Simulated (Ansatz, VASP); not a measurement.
**One calculation of Li2S, two programs**

File INCAR:

```
PREC = Accurate ; ENCUT = 750
EDIFF = 1E-6 ; ISMEAR = 0
SIGMA = 0.02 ; LREAL = F
LASPH = T ; NELM = 120
ALGO = Normal ; ISIF = 2
LWAVE = F ; LCHARG = F
GGA = PE ; NBANDS = 13
GGA_COMPAT = F
```

File KPOINTS:

```
regular mesh
0
Gamma
  8 8 8
```

POSCAR

```
Li2S
1.0
    0.0000000000      2.7779694400      2.7779694400
    2.7779694400      0.0000000000      2.7779694400
    2.7779694400      2.7779694400      0.0000000000
Li S
2 1
Direct
    0.2500000000      0.2500000000      0.2500000000
    0.7500000000      0.7500000000      0.7500000000
    0.0000000000      0.0000000000      0.0000000000
```

Input for Ansatz:

```yaml
crystal:
  lattice:
    - [0.0, 2.77796944, 2.77796944]
    - [2.77796944, 0.0, 2.77796944]
    - [2.77796944, 2.77796944, 0.0]
  atoms:
    - { symbol: Li, position: [0.25, 0.25, 0.25] }
    - { symbol: Li, position: [0.75, 0.75, 0.75] }
    - { symbol: S, position: [0.0, 0.0, 0.0] }
basis:
  ecutwfc: 420
kpoints:
  mp_grid: { grid: [8, 8, 8] }
hamiltonian:
  xc: pbe
scf:
  occupations: { method: gaussian, width: 0.02 }
output:
  forces: true
  stress: true
  eigenvalues: true
  populations: true
```

Alike in both runs: task single point; functional PBE; k mesh 8 × 8 × 8; occupations gaussian, width 0.02 eV; no spin polarisation.

```csv
,VASP,Ansatz
version,VASP 6.6.1,Ansatz 0.2.0
potentials or method,"VASP PAW PBE potentials, release 64 (Li_sv, S), cutoff 750 eV","scalar-relativistic, plane waves, PAW"
valence electrons in the cell,12,12
```

VASP gave:

```
gap on the k mesh at the Fermi level (eV) : 3.33
least direct gap on the mesh (eV)         : 4.67
pressure (GPa)                            : 3.6
```

Task: Estimate Ansatz's values.

Result: gap on the k mesh at the Fermi level (eV): 3.33; least direct gap on the mesh (eV): 4.67; pressure (GPa): 3.8.

With one functional, cell and mesh, what is left measures potentials, basis and numerics.
